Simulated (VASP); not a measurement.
A run of VASP 6.6.1:

INCAR

```
  PREC = Accurate
  ENCUT = 520
  EDIFF = 1E-6
  ISMEAR = 0
  SIGMA = 0.05
  LREAL = F
  LASPH = T
  NELM = 80
  ALGO = Normal
  ISIF = 2
  LWAVE = F
  LCHARG = T
  GGA = PS
  LELF = T
  LVHAR = T
  NBANDS = 35
```

File KPOINTS:

```
regular mesh
0
Gamma
  6 6 6
```

File POSCAR:

```
Al2O3
1.0
    2.3608220741      1.3630212600      3.9602003352
   -2.3608220741      1.3630212600      3.9602003352
    0.0000000000     -2.7260425199      3.9602003352
Al O
4 6
Direct
    0.8520350473      0.8520350473      0.8520350473
    0.6479649527      0.6479649527      0.6479649527
    0.1479649527      0.1479649527      0.1479649527
    0.3520350473      0.3520350473      0.3520350473
    0.0558571577      0.4441428423      0.7500000000
    0.7500000000      0.0558571577      0.4441428423
    0.4441428423      0.7500000000      0.0558571577
    0.9441428423      0.5558571577      0.2500000000
    0.2500000000      0.9441428423      0.5558571577
    0.5558571577      0.2500000000      0.9441428423
```

Potentials or basis: VASP PAW PBE potentials, release 64 (Al, O).

Launch:

```console
$ cat potpaw_PBE.64/Al/POTCAR potpaw_PBE.64/O/POTCAR > POTCAR
$ mpirun -np 1 vasp_std > vasp.out
```

Hardware: 1 thread of AMD EPYC 9R45 96-Core Processor (Zen 5), with other jobs on the host.

Estimate the wall time of this run.

Run time: 57 s on 1 thread of AMD EPYC 9R45 96-Core Processor (Zen 5), with other jobs on the host, peak memory 0.19 GiB. Counts: scf iterations 13, k points 32.
